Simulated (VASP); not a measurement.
# Ta5N6 (P6_3/mcm) in VASP: single point with PBEsol

Aim: the single point of Ta5N6 with PBEsol.

All numbers are computed with VASP 6.6.1; they aren't measurements. Logs are shortened: lines on timing, memory, paths and dates and some standing lists are left out, and cuts for length are marked.

## (1) The cell of the first run

It takes space group P6_3/mcm (No. 193, hexagonal). The conventional cell has a = 5.063 Å, b = 5.063 Å, c = 10.129 Å, α = 90.00°, β = 90.00°, γ = 120.00°. Ta (site symmetry 32) has 6 N at 2.09 Å within 2.8 Å. Within 3.1 Å of Ta (site symmetry m2m) lie 6 N at 2.12 to 2.16 Å and 10 Ta at 2.86 to 3.05 Å. Within 2.8 Å of N (site symmetry m) lie 5 Ta at 2.09 to 2.16 Å and 1 N at 2.62 Å.

## (2) Single point, PBEsol (10.22 Å³/atom)

The input, INCAR:

```
SYSTEM = Ta5N6
  ALGO = Fast
  EDIFF = 1E-6
  ENCUT = 520
  GGA = PS
  ISIF = 2
  ISMEAR = 0
  LASPH = .TRUE.
  LCHARG = .FALSE.
  LREAL = Auto
  LWAVE = .FALSE.
  NBANDS = 102
  NELM = 80
  PREC = Accurate
  SIGMA = 0.1
```

The input, KPOINTS:

```
k-points
0
G
  12 12 4
  0 0 0
```

The input, POSCAR:

```
Ta5N6
1.0
    5.0628138365      0.0000000000      0.0000000000
   -2.5314069183      4.3845253970      0.0000000000
    0.0000000000      0.0000000000     10.1290346963
Ta N
10 12
Direct
    0.3333333333      0.6666666667      0.0000000000
    0.6666666667      0.3333333333      0.5000000000
    0.6666666667      0.3333333333      0.0000000000
    0.3333333333      0.6666666667      0.5000000000
    0.3266103586      0.0000000000      0.2500000000
    0.3266103586      0.3266103586      0.7500000000
    0.0000000000      0.3266103586      0.2500000000
    0.6733896414      0.0000000000      0.7500000000
    0.6733896414      0.6733896414      0.2500000000
    0.0000000000      0.6733896414      0.7500000000
    0.3326580004      0.0000000000      0.6209007641
    0.3326580004      0.3326580004      0.1209007641
    0.0000000000      0.3326580004      0.6209007641
    0.6673419996      0.0000000000      0.1209007641
    0.6673419996      0.6673419996      0.6209007641
    0.0000000000      0.6673419996      0.1209007641
    0.0000000000      0.6673419996      0.3790992359
    0.6673419996      0.6673419996      0.8790992359
    0.6673419996      0.0000000000      0.3790992359
    0.0000000000      0.3326580004      0.8790992359
    0.3326580004      0.3326580004      0.3790992359
    0.3326580004      0.0000000000      0.8790992359
```

Potentials or basis: VASP PAW PBE potentials, release 64 (Ta_pv, N).

Started as:

```console
cat potpaw_PBE.64/Ta_pv/POTCAR potpaw_PBE.64/N/POTCAR > POTCAR
mpirun -np 1 vasp_std > vasp.out
```

OUTCAR:

```text
SYSTEM = Ta5N6
   EDIFF = 1E-6
   ENCUT = 520
   GGA = PS
   ISIF = 2
   ISMEAR = 0
   LASPH = .TRUE.
   LREAL = Auto
   NELM = 80
   PREC = Accurate

 ion  position               nearest neighbor table
   1  0.333  0.667  0.000-  22 2.09  16 2.09  20 2.09  14 2.09  12 2.09  18 2.09   3 2.92   3 2.92
                             3 2.92   5 3.05  10 3.05   7 3.05   8 3.05   6 3.05   9 3.05
   2  0.667  0.333  0.500-  19 2.09  13 2.09  17 2.09  11 2.09  15 2.09  21 2.09   4 2.92   4 2.92
                             4 2.92   8 3.05   7 3.05  10 3.05   5 3.05   9 3.05   6 3.05
   3  0.667  0.333  0.000-  14 2.09  20 2.09  16 2.09  22 2.09  18 2.09  12 2.09   1 2.92   1 2.92
                             1 2.92   8 3.05   7 3.05  10 3.05   5 3.05   9 3.05   6 3.05
   4  0.333  0.667  0.500-  11 2.09  17 2.09  13 2.09  19 2.09  21 2.09  15 2.09   2 2.92   2 2.92
                             2 2.92   5 3.05  10 3.05   7 3.05   8 3.05   6 3.05   9 3.05
   5  0.327  0.000  0.250-  16 2.12  17 2.12  12 2.12  21 2.12  19 2.16  14 2.16   9 2.86   7 2.86
                             9 2.95   7 2.95   7 2.95   9 2.95   1 3.05   4 3.05   3 3.05   2 3.05
   6  0.327  0.327  0.750-  11 2.12  22 2.12  20 2.12  13 2.12  15 2.16  18 2.16  10 2.86   8 2.86
                             8 2.95  10 2.95  10 2.95   8 2.95   1 3.05   4 3.05   3 3.05   2 3.05
   7  0.000  0.327  0.250-  14 2.12  19 2.12  12 2.12  21 2.12  16 2.16  17 2.16   9 2.86   5 2.86
                             5 2.95   9 2.95   5 2.95   9 2.95   2 3.05   3 3.05   1 3.05   4 3.05
   8  0.673  0.000  0.750-  13 2.12  20 2.12  18 2.12  15 2.12  11 2.16  22 2.16   6 2.86  10 2.86
                             6 2.95  10 2.95  10 2.95   6 2.95   2 3.05   3 3.05   1 3.05   4 3.05
   9  0.673  0.673  0.250-  14 2.12  19 2.12  17 2.12  16 2.12  12 2.16  21 2.16   7 2.86   5 2.86
                             5 2.95   7 2.95   7 2.95   5 2.95   2 3.05   3 3.05   1 3.05   4 3.05
  10  0.000  0.673  0.750-  11 2.12  22 2.12  18 2.12  15 2.12  20 2.16  13 2.16   6 2.86   8 2.86
                             8 2.95   6 2.95   8 2.95   6 2.95   1 3.05   4 3.05   3 3.05   2 3.05
  11  0.333  0.000  0.621-   4 2.09   2 2.09  10 2.12   6 2.12   8 2.16
  12  0.333  0.333  0.121-   1 2.09   3 2.09   5 2.12   7 2.12   9 2.16
  13  0.000  0.333  0.621-   2 2.09   4 2.09   8 2.12   6 2.12  10 2.16
  14  0.667  0.000  0.121-   3 2.09   1 2.09   7 2.12   9 2.12   5 2.16
  15  0.667  0.667  0.621-   2 2.09   4 2.09   8 2.12  10 2.12   6 2.16
  16  0.000  0.667  0.121-   1 2.09   3 2.09   5 2.12   9 2.12   7 2.16
  17  0.000  0.667  0.379-   4 2.09   2 2.09   5 2.12   9 2.12   7 2.16
  18  0.667  0.667  0.879-   3 2.09   1 2.09   8 2.12  10 2.12   6 2.16
  19  0.667  0.000  0.379-   2 2.09   4 2.09   7 2.12   9 2.12   5 2.16
  20  0.000  0.333  0.879-   3 2.09   1 2.09   8 2.12   6 2.12  10 2.16
  21  0.333  0.333  0.379-   4 2.09   2 2.09   5 2.12   7 2.12   9 2.16
  22  0.333  0.000  0.879-   1 2.09   3 2.09  10 2.12   6 2.12   8 2.16

  LATTYP: Found a hexagonal cell.
 ALAT       =     5.0628138365
 C/A-ratio  =     2.0006729505

  Lattice vectors:

 A1 = (   5.0628138365,   0.0000000000,   0.0000000000)
 A2 = (  -2.5314069183,   4.3845253970,   0.0000000000)
 A3 = (   0.0000000000,   0.0000000000,  10.1290346963)

Analysis of symmetry for initial positions (statically):
=====================================================================
 Subroutine PRICEL returns:
 Original cell was already a primitive cell.

 Routine SETGRP: Setting up the symmetry group for a
 hexagonal supercell.

 Subroutine GETGRP returns: Found 24 space group operations
 (whereof 12 operations were pure point group operations)
 out of a pool of 24 trial point group operations.

The static configuration has the point symmetry D_3d.
 The point group associated with its full space group is D_6h.

Analysis of symmetry for dynamics (positions and initial velocities):
=====================================================================
 Subroutine PRICEL returns:
 Original cell was already a primitive cell.

 Routine SETGRP: Setting up the symmetry group for a
 hexagonal supercell.

 Subroutine GETGRP returns: Found 24 space group operations
 (whereof 12 operations were pure point group operations)
 out of a pool of 24 trial point group operations.

The dynamic configuration has the point symmetry D_3d.
 The point group associated with its full space group is D_6h.

 Subroutine INISYM returns: Found 24 space group operations
 (whereof 12 operations are pure point group operations),
 and found     1 'primitive' translations

----------------------------------------------------------------------------------------

                                     Primitive cell

  volume of cell :     224.8447

  direct lattice vectors                    reciprocal lattice vectors
     5.062813837  0.000000000  0.000000000     0.197518620  0.114037428  0.000000000
    -2.531406918  4.384525397  0.000000000     0.000000000  0.228074856  0.000000000
     0.000000000  0.000000000 10.129034696     0.000000000  0.000000000  0.098726091

  length of vectors
     5.062813837  5.062813836 10.129034696     0.228074856  0.228074856  0.098726091

  position of ions in fractional coordinates (direct lattice)
     0.333333333  0.666666667  0.000000000
     0.666666667  0.333333333  0.500000000
     0.666666667  0.333333333  0.000000000
     0.333333333  0.666666667  0.500000000
     0.326610359  0.000000000  0.250000000
     0.326610359  0.326610359  0.750000000
[... 14 lines left out ...]
     0.332658000  0.332658000  0.379099236
     0.332658000  0.000000000  0.879099236

  ion indices of the primitive-cell ions
   primitive index   ion index
                 1           1
                 2           2
                 3           3
                 4           4
                 5           5
                 6           6
[... 14 lines left out ...]
                21          21
                22          22

----------------------------------------------------------------------------------------

 KPOINTS: k-points

Automatic generation of k-mesh.
 Grid dimensions read from file:
 generate k-points for:   12   12    4

 Generating k-lattice:

  Cartesian coordinates                     Fractional coordinates (reciprocal lattice)
     0.016459885  0.009503119  0.000000000     0.083333333  0.000000000  0.000000000
     0.000000000  0.019006238  0.000000000     0.000000000  0.083333333  0.000000000
     0.000000000  0.000000000  0.024681523     0.000000000  0.000000000  0.250000000

  Length of vectors
     0.019006238  0.019006238  0.024681523

  Shift w.r.t. Gamma in fractional coordinates (k-lattice)
     0.000000000  0.000000000  0.000000000

 Subroutine IBZKPT returns following result:
 ===========================================

 Found     57 irreducible k-points:

 Following reciprocal coordinates:
            Coordinates               Weight
  0.000000  0.000000  0.000000      1.000000
  0.083333  0.000000  0.000000      6.000000
  0.166667 -0.000000  0.000000      6.000000
  0.250000  0.000000  0.000000      6.000000
  0.333333  0.000000  0.000000      6.000000
  0.416667  0.000000  0.000000      6.000000
[... 16 lines left out ...]
  0.250000  0.000000  0.250000     12.000000
  0.333333  0.000000  0.250000     12.000000
 [... further k-points ...]
   k-points           NKPTS =     57   k-points in BZ     NKDIM =     57   number of bands    NBANDS=    102
   number of dos      NEDOS =    301   number of ions     NIONS =     22
   total plane-waves  NPLWV = 128000
   dimension x,y,z NGX =    40 NGY =   40 NGZ =   80
   dimension x,y,z NGXF=    80 NGYF=   80 NGZF=  160
   ions per type =              10  12
   NGX,Y,Z   is equivalent  to a cutoff of  13.13, 13.13, 13.13 a.u.
   NGXF,Y,Z  is equivalent  to a cutoff of  26.27, 26.27, 26.26 a.u.
 SYSTEM =  Ta5N6
   PREC   = accura    normal or accurate (medium, high low for compatibility)
   ISTART =      0    job   : 0-new  1-cont  2-samecut
   ICHARG =      2    charge: 1-file 2-atom 10-const
   ISPIN  =      1    spin polarized calculation?
   LNONCOLLINEAR =      F non collinear calculations
   LSORBIT =      F    spin-orbit coupling
   LASPH  =      T    aspherical Exc in radial PAW
   ENCUT  =  520.0 eV  38.22 Ry    6.18 a.u.   9.41  9.41 18.83*2*pi/ulx,y,z
   NELM   =     80;   NELMIN=  2; NELMDL= -5     # of ELM steps
   EDIFF  = 0.1E-05   stopping-criterion for ELM
   LREAL  =      T    real-space projection
   EDIFFG = 0.1E-04   stopping-criterion for IOM
   NSW    =      0    number of steps for IOM
   IBRION =     -1    ionic relax: 0-MD 1-quasi-New 2-CG
   NFREE  =      0    steps in history (QN), initial steepest desc. (CG)
   ISIF   =      2    stress and relaxation
   ISYM   =      2    0-nonsym 1-usesym 2-fastsym
   POTIM  = 0.5000    time-step for ionic-motion
   TEBEG  =    0.0;   TEEND  =   0.0 temperature during run
   PSTRESS=    0.0 pullay stress
   NELECT =     170.0000    total number of electrons
   NUPDOWN=      -1.0000    fix difference up-down
   EMIN   =  10.00;   EMAX   =-10.00  energy-range for DOS
   EFERMI =   0.00;   METHOD = LEGACY
   ISMEAR =     0;   SIGMA  =   0.10  broadening in eV -4-tet -1-fermi 0-gaus
   EFERMI_NEDOS =   21; number of points for ismear=-14 and -15
   IALGO  =     68    algorithm
   IMIX   =      4    mixing-type and parameters
     AMIX     =   0.40;   BMIX     =  1.00
     AMIX_MAG =   1.60;   BMIX_MAG =  1.00
  volume/ion in A,a.u.               =      10.22        68.97
  Fermi-wavevector in a.u.,A,eV,Ry     =   1.491410  2.818355 30.263474  2.224303
  Thomas-Fermi vector in A             =   2.604068
   LORBIT       =      0    0 simple, 1 ext, 2 COOP (PROOUT), +10 PAW based schemes
   GGA     = PS    functional components
   LHFCALC =     F    Hartree Fock is set to
   AEXX    =    0.0000 exact exchange contribution
   IVDW    =     0    specifies the selected vdW correction
   LEPSILON=     F    determine dielectric tensor
   LRPA    =     F    only Hartree local field effects (RPA)
 non-spin polarized calculation
 RMM-DIIS sequential band-by-band and
 Gauss-broadening in eV      SIGMA  =   0.10
  energy-cutoff  :      520.00
  volume of cell :      224.84
 maximum number of plane-waves:      6106
 NGX is ok and might be reduce to    40
   NGX = 19   NGY = 19   NGZ = 37

 number of electron     169.9999993 magnetization

 Free energy of the ion-electron system (eV)
  ---------------------------------------------------
  ext. energy  EPLUGINS =         0.00000000
  ---------------------------------------------------
  free energy    TOTEN  =      -256.17372556 eV

  energy without entropy =     -256.13382510  energy(sigma->0) =     -256.15377533

 E-fermi :   8.7030     XC(G=0): -13.4094

 val. band max:        8.7019467020   @ k =   0.3333   0.3333   0.2500
 cond. band min:       8.7042866790   @ k =   0.2500   0.2500   0.2500
 fundamental gap:      0.0023399770
 Fermi energy:         8.7029560339

 k-point     1 :       0.0000    0.0000    0.0000
  band No.  band energies     occupation
      1     -27.8248      2.00000
      2     -27.6903      2.00000
      3     -27.6903      2.00000
      4     -27.6860      2.00000
      5     -27.6860      2.00000
      6     -27.6298      2.00000
[... 89 lines left out ...]
     96      10.7931      0.00000
     97      10.7971      0.00000

 k-point     2 :       0.0833    0.0000    0.0000
  band No.  band energies     occupation
      1     -27.8180      2.00000
      2     -27.6947      2.00000
      3     -27.6926      2.00000
      4     -27.6850      2.00000
      5     -27.6788      2.00000
      6     -27.6260      2.00000
[... 2289 lines left out ...]
     96      11.0767      0.00000
     97      11.4295      0.00000

 [... further k-points ...]

 [bands above 97 left out]

------------------------ aborting loop because EDIFF is reached ----------------------------------------

  FORCE on cell =-STRESS in cart. coord.  units (eV):
  Direction    XX          YY          ZZ          XY          YZ          ZX
  --------------------------------------------------------------------------------------
  -------------------------------------------------------------------------------------
  Total       32.4733860     32.4733860     32.7251871     -0.0000000      0.0000000     -0.0000000
  in kB      231.3958417    231.3958417    233.1901022     -0.0000000      0.0000000     -0.0000000
  external PRESSURE =     231.9939286 kB  Pullay stress =       0.0000000 kB

 VOLUME and BASIS-vectors are now :
 -----------------------------------------------------------------------------
  energy-cutoff  :      520.00
  volume of cell :      224.84
      direct lattice vectors                 reciprocal lattice vectors
     5.062813837  0.000000000  0.000000000     0.197518620  0.114037428  0.000000000
    -2.531406918  4.384525397  0.000000000     0.000000000  0.228074856  0.000000000
     0.000000000  0.000000000 10.129034696     0.000000000  0.000000000  0.098726091

 POSITION                                       TOTAL-FORCE (eV/Angst)
 -----------------------------------------------------------------------------------
     -0.00000      2.92302      0.00000        -0.000000     -0.000000     -0.000000
      2.53141      1.46151      5.06452        -0.000000     -0.000000     -0.000000
      2.53141      1.46151      0.00000        -0.000000     -0.000000     -0.000000
     -0.00000      2.92302      5.06452        -0.000000     -0.000000     -0.000000
      1.65357      0.00000      2.53226        -0.012567     -0.000000     -0.000000
      0.82678      1.43203      7.59678        -0.006284     -0.010884     -0.000000
[... 14 lines left out ...]
      0.84209      1.45855      3.83991        -0.012259     -0.021234      0.014526
      1.68419      0.00000      8.90443        -0.024518     -0.000000      0.014526
 -----------------------------------------------------------------------------------
    total drift:                                0.000000      0.000000     -0.000000

  FREE ENERGIE OF THE ION-ELECTRON SYSTEM (eV)
  ---------------------------------------------------
  free  energy   TOTEN  =      -256.1737255564 eV

  energy  without entropy=     -256.1338251017  energy(sigma->0) =     -256.15377533
```

It took 75 min on 1 thread of Oxide Virtual Turin-like, shared host; peak memory 0.86 GiB.

What came out:

- Free energy: -256.1737 eV
- Pressure: 23.2 GPa
- Largest force: 0.028 eV/Å
- Band gap on the k mesh: zero (bands 85 and 86 overlap by 0.75 eV)

Forces in eV/Å, atoms in the order of the input:
```
Ta   0.000  0.000  0.000
Ta   0.000  0.000  0.000
Ta   0.000  0.000  0.000
Ta   0.000  0.000  0.000
Ta  -0.013  0.000  0.000
Ta  -0.006 -0.011  0.000
Ta   0.006 -0.011  0.000
Ta   0.013  0.000  0.000
Ta   0.006  0.011  0.000
Ta  -0.006  0.011  0.000
N   -0.025  0.000 -0.015
N   -0.012 -0.021 -0.015
N    0.012 -0.021 -0.015
N    0.025  0.000 -0.015
N    0.012  0.021 -0.015
N   -0.012  0.021 -0.015
N   -0.012  0.021  0.015
N    0.012  0.021  0.015
N    0.025  0.000  0.015
N    0.012 -0.021  0.015
N   -0.012 -0.021  0.015
N   -0.025  0.000  0.015
```

Caveat: the cell stands under pressure; the PAW data sets were made with another functional, which shifts forces and pressure a little; spin-orbit coupling is left out, which moves the levels of the heavy elements.
